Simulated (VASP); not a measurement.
Runs of VASP 6.6.1 on ZnS (Wurtzite-2H). The structure is that of space group P6_3mc (No. 186), or close to it. The cells are those of the table. 

| cell | gap on the mesh (eV) | pressure (GPa) | largest force (eV/Å) |
| --- | --- | --- | --- |
| a = 3.849, b = 3.849, c = 6.234 Å, angles 90.0, 90.0, 120.0°, 4 atoms | 2.71 | -1.4 | 0.25 |
| a = 3.887, b = 3.887, c = 6.234 Å, angles 90.0, 90.0, 120.0°, 4 atoms | 2.59 | -2.8 | (b) |
| a = 3.811, b = 3.811, c = 6.234 Å, angles 90.0, 90.0, 120.0°, 4 atoms | 2.83 | 0.2 | (c) |
| a = 3.773, b = 3.773, c = 6.234 Å, angles 90.0, 90.0, 120.0°, 4 atoms | 2.91 | 2.0 | 0.40 |
| a = 3.735, b = 3.735, c = 6.234 Å, angles 90.0, 90.0, 120.0°, 4 atoms | (a) | 4.0 | (d) |

Alike in all rows: task single point; level r2SCAN; potentials or basis VASP PAW PBE potentials, release 64 (Zn, S); no spin polarisation; k mesh 6 × 6 × 4; cutoff (eV) 520; smearing gaussian 0.02 eV.

Task: Estimate the missing entries.

Result: (a) 2.98; (b) 0.20; (c) 0.32; (d) 0.49.

Caveats: the PAW data sets were made with another functional, which shifts forces and pressure a little.

